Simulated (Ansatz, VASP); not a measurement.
One calculation of SnO2, two programs

The input POSCAR:

```
SnO2
1.0
    4.7880040000      0.0000000000      0.0000000000
    0.0000000000      4.8665820000      0.0000000000
    0.0000000000      0.0000000000      3.2408980000
Sn O
2 4
Direct
    0.5000000000      0.5000000000      0.5000000000
    0.0000000000      0.0000000000      0.0000000000
    0.2737676007      0.3032466479     -0.0267217729
    0.7918550000      0.1789580000      0.5000000000
    0.2081450000      0.8210420000      0.5000000000
    0.7081450000      0.6789580000      0.0000000000
```

INCAR.step1

```
SYSTEM = SnO2
PREC = Accurate
ENCUT = 520
ISMEAR = 0
SIGMA = 0.05
LREAL = .FALSE.
LASPH = .TRUE.
NELM = 100
NBANDS = 35
GGA = PE
ALGO = Normal
EDIFF = 1E-4
LWAVE = .TRUE.
LCHARG = .FALSE.
```

File INCAR.step2:

```
SYSTEM = SnO2
PREC = Accurate
ENCUT = 520
EDIFF = 1E-6
ISMEAR = 0
SIGMA = 0.05
LREAL = .FALSE.
LASPH = .TRUE.
NELM = 100
ALGO = Normal
ISIF = 2
LWAVE = .FALSE.
LCHARG = .TRUE.
METAGGA = R2SCAN
LMIXTAU = .TRUE.
LELF = .TRUE.
LVHAR = .TRUE.
NBANDS = 35
ISTART = 1
```

Contents of KPOINTS:

```
regular mesh
0
G
  6 6 8
  0 0 0
```

Input for Ansatz:

```yaml
crystal:
  lattice:
    - [4.788004, 0.0, 0.0]
    - [0.0, 4.866582, 0.0]
    - [0.0, 0.0, 3.240898]
  atoms:
    - { symbol: Sn, position: [0.5, 0.5, 0.5] }
    - { symbol: Sn, position: [0.0, 0.0, 0.0] }
    - { symbol: O, position: [0.2737676007, 0.3032466479, -0.0267217729] }
    - { symbol: O, position: [0.791855, 0.178958, 0.5] }
    - { symbol: O, position: [0.208145, 0.821042, 0.5] }
    - { symbol: O, position: [0.708145, 0.678958, 0.0] }
basis:
  ecutwfc: 500
kpoints:
  mp_grid: { grid: [6, 6, 8] }
hamiltonian:
  xc: r2scan
scf:
  occupations: { method: gaussian, width: 0.05 }
output:
  forces: true
  stress: true
  eigenvalues: true
  write_density: true
  write_potential: true
  elf: true
  volumetric_format: npy
```

Alike in both runs: task single point; functional r2SCAN; k mesh 6 × 6 × 8; occupations gaussian, width 0.05 eV; no spin polarisation.

```csv
,VASP,Ansatz
version,VASP 6.6.1,Ansatz 0.2.0
potentials or method,"VASP PAW PBE potentials, release 64 (Sn_d, O), cutoff 520 eV","scalar-relativistic, plane waves, PAW"
valence electrons in the cell,52,52
```

Ansatz gave:

```
gap on the k mesh at the Fermi level (eV)                     : 1.29
least direct gap on the mesh (eV)                             : 1.29
pressure (GPa)                                                : -7.9
traceless stress, the component that is largest in VASP (GPa) : 1.53
rms of the force components (eV/Å)                            : 0.723
```

Q: Estimate VASP's values.

A: gap on the k mesh at the Fermi level (eV): 1.31; least direct gap on the mesh (eV): 1.31; pressure (GPa): -6.9; traceless stress, the component that is largest in VASP (GPa): 1.59; rms of the force components (eV/Å): 0.739.

VASP's potentials were made for PBE, not for r2SCAN. Atom by atom the forces differ by 0.023 eV/Å (rms over components). The functional is the same, so the differences come from potentials, cutoffs and numerics.
